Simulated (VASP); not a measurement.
KSc2: single point with PBE

Crystal: KSc2.

```
K Sc
1.0
     6.06519    0.00000    0.00000
     0.00000    6.06519    0.00000
     0.00000    0.00000    6.00957
K Sc
2 4
Direct
  0.00000 0.00000 0.00000
  0.50000 0.50000 0.50000
  0.33494 0.33494 0.00000
  0.16506 0.83494 0.50000
  0.66506 0.66506 0.00000
  0.83494 0.16506 0.50000
```

| Property | Result |
| --- | --- |
| Program | VASP 6.6.1 |
| Task | single point |
| Functional | PBE |
| Potentials or basis | VASP PAW PBE potentials, release 64 (K_sv, Sc_sv) |
| Cutoff | 520 eV |
| k mesh | 6 × 6 × 10 |
| Occupations | gaussian, width 0.1 eV |
| Spin | no spin polarisation |

- Pressure: 0.1 GPa
- Largest force: 0.006 eV/Å
- Band gap on the k mesh: zero (bands 31 and 32 overlap by 0.21 eV)

Forces in eV/Å, atoms in the order of the input:
```
K    0.000  0.000  0.000
K    0.000  0.000  0.000
Sc  -0.004 -0.004  0.000
Sc   0.004 -0.004  0.000
Sc   0.004  0.004  0.000
Sc  -0.004  0.004  0.000
```

Levels at points of the mesh, in eV from the Fermi level:
```
           k point  band 27  band 28  band 29  band 30  band 31  band 32  band 33  band 34  band 35  band 36
(0.00, 0.00, 0.00)    -0.45    -0.45    -0.27    -0.09    -0.02     0.16     0.42     0.42     0.51     0.78
(0.50, 0.00, 0.00)    -0.18    -0.18    -0.15    -0.15    -0.05    -0.05     0.29     0.29     0.61     0.61
(0.50, 0.50, 0.00)    -1.23    -1.23    -0.20    -0.20     0.08     0.08     0.12     0.12     0.37     0.37
(0.00, 0.00, 0.50)    -0.41    -0.41    -0.22    -0.22    -0.01    -0.01     0.10     0.10     0.55     0.55
(0.50, 0.00, 0.50)    -1.23    -1.23    -0.49    -0.49     0.05     0.05     0.26     0.26     0.69     0.69
(0.50, 0.50, 0.50)    -0.96    -0.96    -0.59    -0.59    -0.13    -0.13     0.16     0.16     0.48     0.48
```

It took 16 min on 1 thread of AMD EPYC 9R45 96-Core Processor (Zen 5) (shared host), peak memory 0.57 GiB.
